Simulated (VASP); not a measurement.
A run of VASP 6.6.1 is set up as follows.

File INCAR:

```
ALGO = Normal ; EDIFF = 1E-6
ENCUT = 500 ; GGA = PE
GGA_COMPAT = False ; ISIF = 2
ISMEAR = 0 ; LASPH = True
LCHARG = False ; LREAL = False
LWAVE = False ; NBANDS = 29
NELM = 120 ; PREC = Accurate
SIGMA = 0.1
```

KPOINTS

```
k-points
0
Gamma
  6 6 4
```

The input POSCAR:

```
Pt3S2
1.0
    3.9928182475      0.0000000000      0.0000000000
   -1.9964091238      3.4578820350      0.0000000000
    0.0000000000      0.0000000000      6.2121766135
Pt S
3 2
Direct
    0.0000000000      0.0000000000      0.0000000000
    0.3333333333      0.6666666667      0.6450000000
    0.6666666667      0.3333333333      0.3550000000
    0.3333333333      0.6666666667      0.2450000000
    0.6666666667      0.3333333333      0.7550000000
```

Potentials or basis: VASP PAW PBE potentials, release 64 (Pt, S).

Run with:

```bash
$ cat potpaw_PBE.64/Pt/POTCAR potpaw_PBE.64/S/POTCAR > POTCAR
$ mpirun -np 1 vasp_std > vasp.out
```

Problem. Predict the pressure.

Solution. 0.7 GPa.

Problem. Estimate the band gap on the k mesh.

Solution. Zero (band 21 reaches 9.50 eV, above the bottom of band 22 at 8.24 eV).

Problem. What does it give for the largest force?

Solution. 0.643 eV/Å.

Forces in eV/Å, atoms in the order of the input:
```
Pt   0.000  0.000  0.000
Pt   0.000  0.000 -0.071
Pt   0.000  0.000  0.071
S    0.000  0.000 -0.643
S    0.000  0.000  0.643
```

Caveat: spin-orbit coupling is left out, which moves the levels of the heavy elements.
